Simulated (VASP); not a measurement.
Au, 2 atoms in the cell. It takes space group Cmcm (No. 63, orthorhombic). The conventional cell has a = 2.823 Å, b = 5.112 Å, c = 4.893 Å, α = 90.00°, β = 90.00°, γ = 90.00°. Within 3.7 Å of Au (site symmetry m2m) lie 12 Au at 2.82 to 2.97 Å. 

* Program: VASP 6.6.1
* Task: single point
* Functional: PBE
* Potentials or basis: VASP PAW PBE potentials, release 64 (Au)
* Cutoff: 520 eV
* k mesh: 8 × 8 × 6
* Occupations: gaussian, width 0.1 eV
* Spin: no spin polarisation
* Dipole correction: no
* Further INCAR settings: ALGO = Normal; EDIFF = 1e-07; NBANDS = 18

Potentials or basis: VASP PAW PBE potentials, release 64 (Au).

Launch:

```bash
$ cat potpaw_PBE.64/Au/POTCAR > POTCAR
$ mpirun -np 1 vasp_std > vasp.out
```

Hardware: 1 thread of Intel(R) Xeon(R) Platinum 8259CL CPU @ 2.50GHz (Skylake/Cascade Lake), with other jobs on the host.

Task: How long does it take, and how much memory?

Result: It took 35 s on 1 thread of Intel(R) Xeon(R) Platinum 8259CL CPU @ 2.50GHz (Skylake/Cascade Lake) (shared host), peak memory 0.18 GiB. Counts: scf iterations 12, k points 84.
